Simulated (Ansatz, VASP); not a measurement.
## Two plane-wave programs on Ta2N

```
CELL_PARAMETERS angstrom
2.94608 0.00000 0.00000
-1.47304 2.55138 0.00000
0.00000 0.00000 5.12598
ATOMIC_POSITIONS crystal
Ta 0.66667 0.33333 0.74491
Ta 0.33333 0.66667 0.25509
N 0.00000 0.00000 0.00000
```

Change from the starting cell: strain -0.050 along x and y, +0.050 along z, atoms carried along.

Alike in both runs: task single point; functional PBE; k mesh 18 × 18 × 10; occupations gaussian, width 0.15 eV; no spin polarisation.

```csv
,VASP,Ansatz
version,VASP 6.6.1,Ansatz 0.2.0
potentials or method,"VASP PAW PBE potentials, release 64 (Ta_pv, N), cutoff 520 eV","scalar-relativistic, plane waves, PAW"
valence electrons in the cell,27,31
```

|  | VASP | Ansatz | Ansatz less VASP |
| --- | --- | --- | --- |
| gap on the k mesh at the Fermi level (eV) | none | none | - |
| pressure (GPa) | 18.7 | 18.1 | -0.61 |
| traceless stress, the component that is largest in VASP (GPa) | -14.47 | -14.48 | -0.011 |
| rms of the force components (eV/Å) | 0.528 | 0.502 | -0.0259 |

Atom by atom the forces differ by 0.026 eV/Å (rms over components). A gap of «none» marks a metal or a gap that the smearing closes. The functional is the same, so the differences come from potentials, cutoffs and numerics. VASP's potentials hold 27 valence electrons a cell and Ansatz's 31, so a difference there can come from the potentials and not from the codes.

Neither program's run includes spin-orbit coupling.
